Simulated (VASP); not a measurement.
Write the native input for VASP 6.6.1 that does the following.

```
Task                   : single point
Functional             : r2SCAN
Potentials or basis    : VASP PAW PBE potentials, release 64 (K_sv, F)
Cutoff                 : 520 eV
k mesh                 : 8 × 8 × 8
Occupations            : gaussian, width 0.01 eV
Spin                   : no spin polarisation
Dipole correction      : no
Further INCAR settings : ALGO = Normal; EDIFF = 1e-06; NBANDS = 15
```

KF (Carobbiite):

```
K F
1.0
     0.00000    2.79190    2.79190
     2.79190    0.00000    2.79190
     2.79190    2.79190    0.00000
K F
1 1
Cartesian
  0.0000 0.0000 0.0000
  2.7919 2.7919 2.7919
```

This cell differs from its parent crystal: strain +5.0%.

One way to write it, as run:

POSCAR

```
KF
1.0
    0.0000000000      2.7919045115      2.7919045115
    2.7919045115      0.0000000000      2.7919045115
    2.7919045115      2.7919045115      0.0000000000
K F
1 1
Direct
    0.0000000000      0.0000000000      0.0000000000
    0.5000000000      0.5000000000      0.5000000000
```

INCAR.step1

```
SYSTEM = KF
PREC     = Accurate       ! precision mode
ENCUT    = 520            ! plane-wave cutoff, eV
ISMEAR   = 0              ! smearing method
SIGMA    = 0.01           ! smearing width, eV
LREAL    = .False.        ! projectors in reciprocal space
LASPH    = .True.         ! aspherical terms in the spheres
NELM     = 80             ! most SCF steps
NBANDS   = 15             ! bands
GGA      = PE             ! functional
ALGO     = Normal         ! electronic algorithm
EDIFF    = 1E-4           ! SCF threshold, eV
LWAVE    = .True.         ! write WAVECAR
LCHARG   = .False.        ! write CHGCAR
```

INCAR.step2

```
SYSTEM = KF
PREC     = Accurate       ! precision mode
ENCUT    = 520            ! plane-wave cutoff, eV
EDIFF    = 1E-6           ! SCF threshold, eV
ISMEAR   = 0              ! smearing method
SIGMA    = 0.01           ! smearing width, eV
LREAL    = .False.        ! projectors in reciprocal space
LASPH    = .True.         ! aspherical terms in the spheres
NELM     = 80             ! most SCF steps
ALGO     = Normal         ! electronic algorithm
ISIF     = 2              ! what is computed and relaxed
LWAVE    = .False.        ! write WAVECAR
LCHARG   = .False.        ! write CHGCAR
METAGGA  = R2SCAN         ! meta-GGA
LMIXTAU  = .True.       
NBANDS   = 15             ! bands
ISTART   = 1
```

KPOINTS

```
Automatic mesh
0
Gamma
  8 8 8
  0 0 0
```

Potentials or basis: VASP PAW PBE potentials, release 64 (K_sv, F).

Run with:

```sh
$ cat potpaw_PBE.64/K_sv/POTCAR potpaw_PBE.64/F/POTCAR > POTCAR
$ cp INCAR.step1 INCAR
$ mpirun -np 1 vasp_std > vasp.out
$ cp INCAR.step2 INCAR
$ mpirun -np 1 vasp_std > vasp.out
```

Results of the run:

* Pressure: -3.7 GPa
* Band gap on the k mesh: 6.18 eV, direct

Caveat: the cell differs from its parent crystal (strain +5.0%); the PAW data sets were made with another functional, which shifts forces and pressure a little.

It took 49 s on 1 thread of AMD EPYC 9R45 (Zen 5) (shared host), peak memory 0.14 GiB.
